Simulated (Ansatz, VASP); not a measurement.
## One calculation of InAs, two programs

```
In As
1.0
     0.00000    3.05356    3.05356
     3.05356    0.00000    3.05356
     3.05356    3.05356    0.00000
In As
1 1
Direct
  0.75000 0.75000 0.75000
  0.00000 0.00000 0.00000
```

Alike in both runs: task relaxation of cell and atoms; functional r2SCAN; k mesh 10 × 10 × 10; occupations gaussian, width 0.01 eV; no spin polarisation.

```csv
,VASP,Ansatz
version,VASP 6.6.1,Ansatz 0.2.0
potentials or method,"VASP PAW PBE potentials, release 64 (In_d, As), cutoff 600 eV","scalar-relativistic, plane waves, PAW"
valence electrons in the cell,18,28
```

VASP gave:

```
gap on the k mesh at the Fermi level, each at its own relaxed structure (eV) : 0.08
relaxed volume (Å³/atom)                                                     : 28.52
relaxed cell length with the largest relative difference (Å)                 : 4.321
```

Q: What did Ansatz give for the same quantities?

A: gap on the k mesh at the Fermi level, each at its own relaxed structure (eV): 0.09; relaxed volume (Å³/atom): 28.47; relaxed cell length with the largest relative difference (Å): 4.318.

VASP's potentials were made for PBE, not for r2SCAN. VASP's potentials hold 18 valence electrons a cell and Ansatz's 28, so a difference there can come from the potentials and not from the codes.
